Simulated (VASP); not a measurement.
## Mo: single point with r2SCAN

Crystal: Mo.

```
Mo
1.0
     6.32262    0.00000    0.00000
     0.00000    6.32262    0.00000
     0.00000    0.00000    6.32262
Mo
16
Direct
  0.00000 0.00000 0.00000
  0.25000 0.25000 0.25000
  0.00000 0.00000 0.50000
  0.25000 0.25000 0.75000
  0.00000 0.50000 0.00000
  0.25000 0.75000 0.25000
  0.00000 0.50000 0.50000
  0.25000 0.75000 0.75000
  0.50000 0.00000 0.00000
  0.75000 0.25000 0.25000
  0.50000 0.00000 0.50000
  0.75000 0.25000 0.75000
  0.50000 0.50000 0.00000
  0.75000 0.75000 0.25000
  0.50000 0.50000 0.50000
  0.75000 0.75000 0.75000
```

| Item | Value |
| --- | --- |
| Program | VASP 6.6.1 |
| Task | single point |
| Functional | r2SCAN |
| Potentials or basis | VASP PAW PBE potentials, release 64 (Mo_sv) |
| Cutoff | 550 eV |
| k mesh | 3 × 3 × 3 |
| Occupations | methfessel-paxton, width 0.1 eV |
| Spin | no spin polarisation |

- Pressure: -1.6 GPa
- Band gap on the k mesh: zero (filled and empty bands touch)

Levels at points of the mesh, in eV from the Fermi level:
```csv
k point,band 109,band 110,band 111,band 112,band 113,band 114,band 115,band 116
"(0.00, 0.00, 0.00)",-0.85,-0.85,-0.85,-0.85,0.71,0.71,0.71,0.71
```

It took 15 min on 1 thread of Oxide Virtual Turin-like Processor, with other jobs on the host, peak memory 0.37 GiB.

Caveat: the PAW data sets were made with another functional, which shifts forces and pressure a little.
